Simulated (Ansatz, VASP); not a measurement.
Lu: VASP beside Ansatz

INCAR

```
  PREC = Accurate
  ENCUT = 520
  EDIFF = 1E-6
  ISMEAR = -1
  SIGMA = 0.05
  LREAL = False
  LASPH = True
  NELM = 60
  ALGO = Normal
  ISIF = 2
  LWAVE = False
  LCHARG = False
  GGA = PS
  NBANDS = 32
```

File KPOINTS:

```
regular mesh
0
Gamma
  10 10 10
```

Contents of POSCAR:

```
Lu
1.0
    0.0000000000      2.9858243777      2.9858243777
    2.9858243777      0.0000000000      2.9858243777
    2.9858243777      2.9858243777      0.0000000000
Lu
2
Direct
   -0.1250000000     -0.1250000000     -0.1250000000
    0.1250000000      0.1250000000      0.1250000000
```

Input for Ansatz:

```yaml
crystal:
  lattice:
    - [0.0, 2.9858243777, 2.9858243777]
    - [2.9858243777, 0.0, 2.9858243777]
    - [2.9858243777, 2.9858243777, 0.0]
  atoms:
    - { symbol: Lu, position: [-0.125, -0.125, -0.125] }
    - { symbol: Lu, position: [0.125, 0.125, 0.125] }
kpoints:
  mp_grid: { grid: [10, 10, 10] }
scf:
  occupations: { method: fermi_dirac, width: 0.05 }
hamiltonian:
  xc: pbesol
  pseudopotentials: { kind: all_electron, lapw: { basis_error: 0.001 } }
output:
  forces: true
  stress: true
  eigenvalues: true
  populations: true
```

Change from the starting cell: volume scaled by 0.58, LAPW.

Alike in both runs: task single point; functional PBEsol; k mesh 10 × 10 × 10; occupations fermi-dirac, width 0.05 eV; no spin polarisation.

|  | VASP | Ansatz |
| --- | --- | --- |
| version | VASP 6.6.1 | Ansatz 0.2.0 |
| potentials or method | VASP PAW PBE potentials, release 64 (Lu), cutoff 520 eV | all-electron LAPW, scalar-relativistic |

```csv
,VASP,Ansatz,Ansatz less VASP
pressure (GPa),13.2,12.5,-0.66
```

VASP's potentials were made for PBE, not for PBEsol. Ansatz ran all-electron here, and VASP with PAW potentials.

Spin-orbit coupling is off throughout.
